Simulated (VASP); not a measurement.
# Al (I4/mmm) in VASP: notebook

Al is run at these levels: PBEsol; tasks: single point.

Everything below comes from runs of VASP 6.6.1. Logs are shortened: lines on timing, memory, paths and dates and some standing lists are left out, and cuts for length are marked.

## (1) The cell of the first run

Symmetry: I4/mmm, No. 139, tetragonal system. The conventional cell has a = 2.776 Å, b = 2.776 Å, c = 4.109 Å, α = 90.00°, β = 90.00°, γ = 90.00°. Al (site symmetry 4/mmm) has 12 Al at 2.78 to 2.84 Å within 3.7 Å.

## (2) Single point, PBEsol (strain -0.030 along x and y, +0.015 along z)

INCAR

```
SYSTEM = Al
PREC = Accurate
ENCUT = 520
EDIFF = 1E-7
ISMEAR = 0
SIGMA = 0.15
LREAL = .False.
LASPH = .True.
NELM = 80
ALGO = Fast
ISIF = 2
LWAVE = .False.
LCHARG = .False.
GGA = PS
NBANDS = 8
```

KPOINTS

```
regular mesh
0
Gamma
  20 20 20
  0 0 0
```

POSCAR

```
Al
1.0
    0.0000000000      1.9632606000      2.0543397000
    1.9632606000      0.0000000000      2.0543397000
    1.9632606000      1.9632606000      0.0000000000
Al
1
Direct
    0.0000000000      0.0000000000      0.0000000000
```

Potentials or basis: VASP PAW PBE potentials, release 64 (Al).

The run is started by

```
$ cat potpaw_PBE.64/Al/POTCAR > POTCAR
$ mpirun -np 1 vasp_std > vasp.out
```

OUTCAR:

```text
SYSTEM = Al
   PREC = Accurate
   ENCUT = 520
   EDIFF = 1E-7
   ISMEAR = 0
   LREAL = .False.
   LASPH = .True.
   NELM = 80
   ISIF = 2
   GGA = PS

 ion  position               nearest neighbor table
   1  0.000  0.000  0.000-

  LATTYP: Found a body centered tetragonal cell.
 ALAT       =     2.7764697670
 C/A-ratio  =     1.4798214081

  Lattice vectors:

 A1 = (  -1.9632606000,   0.0000000000,   2.0543397000)
 A2 = (   1.9632606000,   0.0000000000,   2.0543397000)
 A3 = (   0.0000000000,   1.9632606000,  -2.0543397000)

Analysis of symmetry for initial positions (statically):
=====================================================================
 Subroutine PRICEL returns:
 Original cell was already a primitive cell.

 Routine SETGRP: Setting up the symmetry group for a
 body centered tetragonal supercell.

 Subroutine GETGRP returns: Found 16 space group operations
 (whereof 16 operations were pure point group operations)
 out of a pool of 16 trial point group operations.

The static configuration has the point symmetry D_4h.

Analysis of symmetry for dynamics (positions and initial velocities):
=====================================================================
 Subroutine PRICEL returns:
 Original cell was already a primitive cell.

 Routine SETGRP: Setting up the symmetry group for a
 body centered tetragonal supercell.

 Subroutine GETGRP returns: Found 16 space group operations
 (whereof 16 operations were pure point group operations)
 out of a pool of 16 trial point group operations.

The dynamic configuration has the point symmetry D_4h.

 Subroutine INISYM returns: Found 16 space group operations
 (whereof 16 operations are pure point group operations),
 and found     1 'primitive' translations

----------------------------------------------------------------------------------------

                                     Primitive cell

  volume of cell :      15.8365

  direct lattice vectors                    reciprocal lattice vectors
     0.000000000  1.963260600  2.054339700    -0.254678365  0.254678365  0.243387206
     1.963260600  0.000000000  2.054339700     0.254678365 -0.254678365  0.243387206
     1.963260600  1.963260600  0.000000000     0.254678365  0.254678365 -0.243387206

  length of vectors
     2.841602327  2.841602327  2.776469767     0.434694688  0.434694688  0.434694688

  position of ions in fractional coordinates (direct lattice)
     0.000000000  0.000000000  0.000000000

  ion indices of the primitive-cell ions
   primitive index   ion index
                 1           1

----------------------------------------------------------------------------------------

 KPOINTS: regular mesh

Automatic generation of k-mesh.
 Grid dimensions read from file:
 generate k-points for:   20   20   20

 Generating k-lattice:

  Cartesian coordinates                     Fractional coordinates (reciprocal lattice)
    -0.012733918  0.012733918  0.012169360     0.050000000  0.000000000  0.000000000
     0.012733918 -0.012733918  0.012169360     0.000000000  0.050000000  0.000000000
     0.012733918  0.012733918 -0.012169360     0.000000000  0.000000000  0.050000000

  Length of vectors
     0.021734734  0.021734734  0.021734734

  Shift w.r.t. Gamma in fractional coordinates (k-lattice)
     0.000000000  0.000000000  0.000000000

 Subroutine IBZKPT returns following result:
 ===========================================

 Found    641 irreducible k-points:

 Following reciprocal coordinates:
            Coordinates               Weight
  0.000000  0.000000  0.000000      1.000000
  0.050000  0.000000  0.000000      8.000000
  0.100000 -0.000000  0.000000      8.000000
  0.150000 -0.000000  0.000000      8.000000
  0.200000 -0.000000  0.000000      8.000000
  0.250000 -0.000000  0.000000      8.000000
[... 16 lines left out ...]
 -0.400000  0.050000  0.000000      8.000000
 -0.350000  0.050000  0.000000      8.000000
 [... further k-points ...]
   k-points           NKPTS =    641   k-points in BZ     NKDIM =    641   number of bands    NBANDS=      8
   number of dos      NEDOS =    301   number of ions     NIONS =      1
   total plane-waves  NPLWV =  13824
   dimension x,y,z NGX =    24 NGY =   24 NGZ =   24
   dimension x,y,z NGXF=    48 NGYF=   48 NGZF=   48
   ions per type =               1
   NGX,Y,Z   is equivalent  to a cutoff of  14.04, 14.04, 14.37 a.u.
   NGXF,Y,Z  is equivalent  to a cutoff of  28.08, 28.08, 28.74 a.u.
 SYSTEM =  Al
   PREC   = accura    normal or accurate (medium, high low for compatibility)
   ISTART =      0    job   : 0-new  1-cont  2-samecut
   ICHARG =      2    charge: 1-file 2-atom 10-const
   ISPIN  =      1    spin polarized calculation?
   LNONCOLLINEAR =      F non collinear calculations
   LSORBIT =      F    spin-orbit coupling
   LASPH  =      T    aspherical Exc in radial PAW
   ENCUT  =  520.0 eV  38.22 Ry    6.18 a.u.   5.28  5.28  5.16*2*pi/ulx,y,z
   NELM   =     80;   NELMIN=  2; NELMDL= -5     # of ELM steps
   EDIFF  = 0.1E-06   stopping-criterion for ELM
   LREAL  =      F    real-space projection
   EDIFFG = 0.1E-05   stopping-criterion for IOM
   NSW    =      0    number of steps for IOM
   IBRION =     -1    ionic relax: 0-MD 1-quasi-New 2-CG
   NFREE  =      0    steps in history (QN), initial steepest desc. (CG)
   ISIF   =      2    stress and relaxation
   ISYM   =      2    0-nonsym 1-usesym 2-fastsym
   POTIM  = 0.5000    time-step for ionic-motion
   TEBEG  =    0.0;   TEEND  =   0.0 temperature during run
   PSTRESS=    0.0 pullay stress
   NELECT =       3.0000    total number of electrons
   NUPDOWN=      -1.0000    fix difference up-down
   EMIN   =  10.00;   EMAX   =-10.00  energy-range for DOS
   EFERMI =   0.00;   METHOD = LEGACY
   ISMEAR =     0;   SIGMA  =   0.15  broadening in eV -4-tet -1-fermi 0-gaus
   EFERMI_NEDOS =   21; number of points for ismear=-14 and -15
   IALGO  =     68    algorithm
   IMIX   =      4    mixing-type and parameters
     AMIX     =   0.40;   BMIX     =  1.00
     AMIX_MAG =   1.60;   BMIX_MAG =  1.00
  volume/ion in A,a.u.               =      15.84       106.87
  Fermi-wavevector in a.u.,A,eV,Ry     =   0.940219  1.776757 12.027720  0.884012
  Thomas-Fermi vector in A             =   2.067609
   LORBIT       =      0    0 simple, 1 ext, 2 COOP (PROOUT), +10 PAW based schemes
   GGA     = PS    functional components
   LHFCALC =     F    Hartree Fock is set to
   AEXX    =    0.0000 exact exchange contribution
   IVDW    =     0    specifies the selected vdW correction
   LEPSILON=     F    determine dielectric tensor
   LRPA    =     F    only Hartree local field effects (RPA)
 non-spin polarized calculation
 RMM-DIIS sequential band-by-band and
 Gauss-broadening in eV      SIGMA  =   0.15
  energy-cutoff  :      520.00
  volume of cell :       15.84
 maximum number of plane-waves:       440
 NGX is ok and might be reduce to    24
   NGX = 11   NGY = 11   NGZ = 11

 number of electron       3.0000000 magnetization

 Free energy of the ion-electron system (eV)
  ---------------------------------------------------
  ext. energy  EPLUGINS =         0.00000000
  ---------------------------------------------------
  free energy    TOTEN  =        -4.08820946 eV

  energy without entropy =       -4.08376931  energy(sigma->0) =       -4.08598939

 E-fermi :   8.4017     XC(G=0): -10.4074

 val. band max:        8.4001499003   @ k =  -0.3000   0.1000   0.0500
 cond. band min:       8.4179776314   @ k =  -0.4500   0.3000   0.1500
 fundamental gap:      0.0178277311
 Fermi energy:         8.4017499559

 k-point     1 :       0.0000    0.0000    0.0000
  band No.  band energies     occupation
      1      -3.0325      2.00000
      2      20.8915      0.00000
      3      21.4044      0.00000
      4      21.4044      0.00000
      5      22.9822      0.00000
      6      22.9822      0.00000
      7      23.1185      0.00000
      8      25.2025      0.00000

 k-point     2 :       0.0500    0.0000    0.0000
  band No.  band energies     occupation
      1      -2.9626      2.00000
      2      19.9103      0.00000
      3      20.8646      0.00000
      4      21.1756      0.00000
      5      23.3245      0.00000
      6      23.3661      0.00000
      7      23.5520      0.00000
      8      25.9555      0.00000

 k-point     3 :       0.1000   -0.0000    0.0000
  band No.  band energies     occupation
      1      -2.7531      2.00000
      2      17.9275      0.00000
      3      20.3713      0.00000
      4      20.7639      0.00000
      5      23.5906      0.00000
      6      24.0704      0.00000
      7      24.1234      0.00000
      8      25.8462      0.00000

 k-point     4 :       0.1500   -0.0000    0.0000
  band No.  band energies     occupation
      1      -2.4048      2.00000
      2      15.8674      0.00000
      3      19.9097      0.00000
      4      20.3853      0.00000
      5      23.4549      0.00000
      6      24.2990      0.00000
      7      24.9523      0.00000
      8      25.6666      0.00000

 k-point     5 :       0.2000   -0.0000    0.0000
  band No.  band energies     occupation
      1      -1.9186      2.00000
      2      13.8511      0.00000
      3      19.5273      0.00000
      4      20.0948      0.00000
      5      23.2609      0.00000
      6      23.4966      0.00000
      7      25.1795      0.00000
      8      26.4568      0.00000

 k-point     6 :       0.2500   -0.0000    0.0000
  band No.  band energies     occupation
      1      -1.2961      2.00000
      2      11.9137      0.00000
      3      19.2432      0.00000
      4      19.9085      0.00000
      5      22.5478      0.00000
      6      23.1818      0.00000
      7      24.2869      0.00000
      8      27.5271      0.00000

 k-point     7 :       0.3000   -0.0000    0.0000
  band No.  band energies     occupation
      1      -0.5390      2.00000
      2      10.0715      0.00000
      3      19.0654      0.00000
      4      19.8322      0.00000
      5      21.7233      0.00000
      6      23.1340      0.00000
      7      23.3636      0.00000
      8      26.9367      0.00000

 k-point     8 :       0.3500    0.0000    0.0000
  band No.  band energies     occupation
      1       0.3502      2.00000
      2       8.3339      1.47764
      3      18.9978      0.00000
      4      19.8681      0.00000
      5      20.9949      0.00000
      6      22.5297      0.00000
      7      23.1944      0.00000
      8      26.0914      0.00000

 k-point     9 :       0.4000    0.0000    0.0000
  band No.  band energies     occupation
      1       1.3687      2.00000
      2       6.7075      2.00000
      3      19.0425      0.00000
      4      20.0169      0.00000
      5      20.3761      0.00000
      6      21.8047      0.00000
      7      23.3700      0.00000
      8      25.3347      0.00000

 k-point    10 :       0.4500   -0.0000    0.0000
  band No.  band energies     occupation
      1       2.5116      2.00000
      2       5.1993      2.00000
      3      19.2002      0.00000
      4      19.8720      0.00000
      5      20.2746      0.00000
      6      21.1996      0.00000
      7      23.6589      0.00000
      8      24.6896      0.00000
[... 78 lines left out ...]
 k-point    18 :       0.3500    0.0500    0.0000
  band No.  band energies     occupation
      1       0.0622      2.00000
      2       9.0208      0.00000
      3      18.8706      0.00000
      4      19.4931      0.00000
      5      19.8100      0.00000
      6      23.5198      0.00000
      7      23.8891      0.00000
      8      27.1427      0.00000

 k-point    19 :       0.4000    0.0500    0.0000
  band No.  band energies     occupation
      1       1.0325      2.00000
      2       7.3544      2.00000
      3      18.8497      0.00000
      4      18.9773      0.00000
      5      19.8631      0.00000
      6      23.1290      0.00000
      7      23.5922      0.00000
      8      26.3662      0.00000

 k-point    20 :       0.4500    0.0500    0.0000
  band No.  band energies     occupation
      1       2.1295      2.00000
      2       5.8025      2.00000
      3      18.3089      0.00000
      4      19.2003      0.00000
      5      20.0425      0.00000
      6      22.4765      0.00000
      7      23.7842      0.00000
      8      25.6666      0.00000

 k-point    21 :       0.5000    0.0500    0.0000
  band No.  band energies     occupation
      1       3.3359      2.00000
      2       4.3840      2.00000
      3      17.8855      0.00000
      4      19.5399      0.00000
      5      20.3356      0.00000
      6      21.9366      0.00000
      7      24.0972      0.00000
      8      25.0727      0.00000

 k-point    22 :      -0.4500    0.0500    0.0000
  band No.  band energies     occupation
      1       3.0226      2.00000
      2       4.7285      2.00000
      3      17.5816      0.00000
      4      19.9959      0.00000
      5      20.7410      0.00000
      6      21.5119      0.00000
      7      24.4695      0.00000
      8      24.6551      0.00000

 k-point    23 :      -0.4000    0.0500    0.0000
  band No.  band energies     occupation
      1       1.8386      2.00000
      2       6.1872      2.00000
      3      17.3974      0.00000
      4      20.5639      0.00000
      5      21.2070      0.00000
      6      21.2571      0.00000
      7      24.2024      0.00000
      8      25.1113      0.00000

 k-point    24 :      -0.3500    0.0500    0.0000
  band No.  band energies     occupation
      1       0.7734      2.00000
      2       7.7696      2.00000
      3      17.3325      0.00000
      4      20.9707      0.00000
      5      21.2941      0.00000
      6      21.8814      0.00000
      7      23.9576      0.00000
      8      25.7682      0.00000

 [... further k-points ...]
[... 5 lines left out ...]
  --------------------------------------------------------------------------------------
  -------------------------------------------------------------------------------------
  Total        0.2972902      0.2972902      0.0044501      0.0000000     -0.0000000      0.0000000
  in kB       30.0769001     30.0769001      0.4502168      0.0000000     -0.0000000      0.0000000
  external PRESSURE =      20.2013390 kB  Pullay stress =       0.0000000 kB

 VOLUME and BASIS-vectors are now :
 -----------------------------------------------------------------------------
  energy-cutoff  :      520.00
  volume of cell :       15.84
      direct lattice vectors                 reciprocal lattice vectors
     0.000000000  1.963260600  2.054339700    -0.254678365  0.254678365  0.243387206
     1.963260600  0.000000000  2.054339700     0.254678365 -0.254678365  0.243387206
     1.963260600  1.963260600  0.000000000     0.254678365  0.254678365 -0.243387206

 POSITION                                       TOTAL-FORCE (eV/Angst)
 -----------------------------------------------------------------------------------
      0.00000      0.00000      0.00000         0.000000      0.000000     -0.000000
 -----------------------------------------------------------------------------------
    total drift:                                0.000000     -0.000000     -0.000000

  FREE ENERGIE OF THE ION-ELECTRON SYSTEM (eV)
  ---------------------------------------------------
  free  energy   TOTEN  =        -4.0882094632 eV

  energy  without entropy=       -4.0837693071  energy(sigma->0) =       -4.08598939
```

Wall time 2.3 min (1 thread of AMD EPYC 7R43 (Zen 3), shared host); peak memory 0.14 GiB.

Results:

```
Free energy : -4.0882 eV
Pressure    : 2.0 GPa
```

Levels at points of the mesh, in eV from the Fermi level:
| k point | band 1 | band 2 | band 3 | band 4 | band 5 | band 6 |
| --- | --- | --- | --- | --- | --- | --- |
| (0.00, 0.00, 0.00) | -11.43 | 12.49 | 13.00 | 13.00 | 14.58 | 14.58 |
| (0.50, 0.00, 0.00) | -4.77 | -4.44 | 11.03 | 11.12 | 12.14 | 12.41 |
| (0.50, 0.50, 0.00) | -3.47 | -2.26 | 5.61 | 6.35 | 6.35 | 10.00 |
| (0.50, 0.00, 0.50) | -2.80 | -1.32 | 5.09 | 5.34 | 5.66 | 9.15 |

Caveat: the cell differs from its parent crystal (strain -0.030 along x and y, +0.015 along z); the PAW data sets were made with another functional, which shifts forces and pressure a little.

[end of part 1 of 2]
